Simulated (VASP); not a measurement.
## Ca3CdF8: single point with PBE

The system is Ca3CdF8.

```
Ca F Cd
1.0
     3.89511   -5.50444    0.00000
     3.89511    5.50444    0.00000
     0.00000    0.00000    3.88965
Ca F Cd
3 8 1
Direct
  0.00000 0.50000 0.00000
  0.00000 0.00000 0.50000
  0.50000 0.00000 0.00000
  0.37527 0.12513 0.50000
  0.12513 0.37527 0.50000
  0.87467 0.12533 0.00000
  0.62495 0.37505 0.00000
  0.37505 0.62495 0.00000
  0.12533 0.87467 0.00000
  0.87487 0.62473 0.50000
  0.62473 0.87487 0.50000
  0.50000 0.50000 0.50000
```

| Item | Value |
| --- | --- |
| Program | VASP 6.6.1 |
| Task | single point |
| Functional | PBE |
| Potentials or basis | VASP PAW PBE potentials, release 64 (Ca_sv, F, Cd) |
| Cutoff | 520 eV |
| k mesh | 4 × 4 × 6 |
| Occupations | fermi-dirac, width 0.02 eV |
| Spin | no spin polarisation |
| Dipole correction | no |
| Further INCAR settings | ALGO = Normal; EDIFF = 1e-07; NBANDS = 61 |

- Pressure: 0.3 GPa
- Largest force: 0.012 eV/Å
- Band gap on the k mesh: 5.05 eV (least direct gap 5.13 eV)

Forces in eV/Å, atoms in the order of the input:
```
Ca   0.000  0.000  0.000
Ca   0.000  0.000  0.000
Ca   0.000  0.000  0.000
F   -0.008 -0.006  0.000
F   -0.008  0.006  0.000
F    0.000  0.000  0.000
F    0.000 -0.012  0.000
F    0.000  0.012  0.000
F    0.000  0.000  0.000
F    0.008 -0.006  0.000
F    0.008  0.006  0.000
Cd   0.000  0.000  0.000
```

Levels at points of the mesh, in eV from the valence-band top:
```csv
k point,band 47,band 48,band 49,band 50,band 51,band 52
"(0.00, 0.00, 0.00)",-0.21,-0.12,-0.08,5.05,8.16,9.02
"(0.50, 0.00, 0.00)",-0.36,-0.21,-0.13,5.67,7.98,8.34
"(0.50, 0.50, 0.00)",-0.35,-0.09,-0.04,5.86,8.07,8.44
"(0.00, 0.00, 0.50)",-0.20,-0.16,0.00,7.01,8.28,8.41
"(0.50, 0.00, 0.50)",-0.34,-0.15,-0.10,7.10,8.31,8.35
"(0.50, 0.50, 0.50)",-0.13,-0.11,-0.04,6.96,8.22,8.32
```

It took 8.6 min on 1 thread of Intel Xeon 8259CL, with other jobs on the host, peak memory 0.41 GiB.

A k mesh can miss the band edges.
